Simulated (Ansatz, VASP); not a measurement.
## Two plane-wave programs on HfS2

File INCAR:

```
SYSTEM = HfS2
ALGO = Normal
EDIFF = 1E-6
ENCUT = 500
GGA = PE
GGA_COMPAT = .FALSE.
ISIF = 2
ISMEAR = -1
LASPH = .TRUE.
LCHARG = .TRUE.
LELF = .TRUE.
LREAL = .FALSE.
LVHAR = .TRUE.
LWAVE = .FALSE.
NBANDS = 18
NELM = 120
PREC = Accurate
SIGMA = 0.02
```

The input KPOINTS:

```
k-points
0
G
  12 12 4
  0 0 0
```

The input POSCAR:

```
HfS2
1.0
    3.4850841201      0.0000000000      0.0000000000
   -1.7425420600      3.0181713824      0.0000000000
    0.0000000000      0.0000000000      5.9726340818
Hf S
1 2
Direct
    0.0000000000      0.0000000000      0.0000000000
    0.3333333333      0.6666666667      0.2512889463
    0.6666666667      0.3333333333      0.7487110537
```

Input for Ansatz:

```yaml
crystal:
  lattice:
    - [3.4850841201, 0.0, 0.0]
    - [-1.74254206, 3.0181713824, 0.0]
    - [0.0, 0.0, 5.9726340818]
  atoms:
    - { symbol: Hf, position: [0.0, 0.0, 0.0] }
    - { symbol: S, position: [0.3333333333, 0.6666666667, 0.2512889463] }
    - { symbol: S, position: [0.6666666667, 0.3333333333, 0.7487110537] }
kpoints:
  mp_grid: { grid: [12, 12, 4] }
  band_path:
    path:
      - [0.0, 0.0, 0.0]
      - [0.5, 0.0, 0.0]
      - [0.3333333333, 0.3333333333, 0.0]
      - [0.0, 0.0, 0.5]
      - [0.5, 0.0, 0.5]
      - [0.3333333333, 0.3333333333, 0.5]
      - [0.0, 0.25, 0.25]
      - [0.0, 0.5, 0.5]
    npoints: 1
hamiltonian:
  xc: pbe
scf:
  occupations: { method: fermi_dirac, width: 0.02 }
  n_extra_bands: 4
output:
  forces: true
  stress: true
  eigenvalues: true
```

Change from the starting cell: epitaxial_xy strain -4.0%.

Alike in both runs: task single point; functional PBE; k mesh 12 × 12 × 4; occupations fermi-dirac, width 0.02 eV; no spin polarisation.

```csv
,VASP,Ansatz
version,VASP 6.6.1,Ansatz 0.2.0
potentials or method,"VASP PAW PBE potentials, release 64 (Hf_pv, S)","plane waves, PAW"
plane-wave cutoff (eV),500,420
valence electrons in the cell,22,38
```

|  | VASP | Ansatz | Ansatz less VASP |
| --- | --- | --- | --- |
| pressure (GPa) | 6.9 | 7.5 | +0.56 |
| traceless stress, the component that is largest in VASP (GPa) | -4.23 | -4.25 | -0.019 |
| rms of the force components (eV/Å) | 0.047 | 0.078 | +0.0311 |

Atom by atom the forces differ by 0.031 eV/Å (rms over components). VASP's potentials hold 22 valence electrons a cell and Ansatz's 38, so a difference there can come from the potentials and not from the codes.

Spin-orbit coupling is off throughout.
